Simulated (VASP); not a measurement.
Write the native input for VASP 6.6.1 that does the following.

```
Task                   : single point
Functional             : LDA
Potentials or basis    : VASP PAW LDA potentials, release 64 (Na_pv, Pt)
Cutoff                 : 520 eV
k mesh                 : 21 × 21 × 10
Occupations            : gaussian, width 0.15 eV
Spin                   : no spin polarisation
Dipole correction      : no
Further INCAR settings : ALGO = Fast; EDIFF = 1e-06; NBANDS = 16
```

The structure of NaPt lies in POSCAR:

```
NaPt
1.0
    2.7561515952      0.0000000000      0.0000000000
   -1.3780757976      2.3868972981      0.0000000000
    0.0000000000      0.0000000000      4.8039247014
Na Pt
1 1
Direct
    0.6666666667      0.3333333333      0.5000000000
    0.3333333333      0.6666666667      0.0000000000
```

These files were run (other wordings do the same):

INCAR

```
SYSTEM = NaPt
PREC = Accurate
ENCUT = 520
EDIFF = 1E-6
ISMEAR = 0
SIGMA = 0.15
LREAL = .False.
LASPH = .True.
NELM = 80
ALGO = Fast
ISIF = 2
LWAVE = .False.
LCHARG = .False.
GGA = CA
NBANDS = 16
```

KPOINTS

```
regular mesh
0
Gamma
  21 21 10
  0 0 0
```

Potentials or basis: VASP PAW LDA potentials, release 64 (Na_pv, Pt).

Launch:

```console
$ cat potpaw_LDA.64/Na_pv/POTCAR potpaw_LDA.64/Pt/POTCAR > POTCAR
$ mpirun -np 1 vasp_std > vasp.out
```

Results of the run:

- Pressure: 0.6 GPa
- Band gap on the k mesh: zero (an odd number of electrons rules out a gap without spin polarisation)

Caveat: spin-orbit coupling is left out, which moves the levels of the heavy elements.

It took 70 s on 1 thread of Intel(R) Xeon(R) Platinum 8375C CPU @ 2.90GHz (Ice Lake) (shared host), peak memory 0.24 GiB.
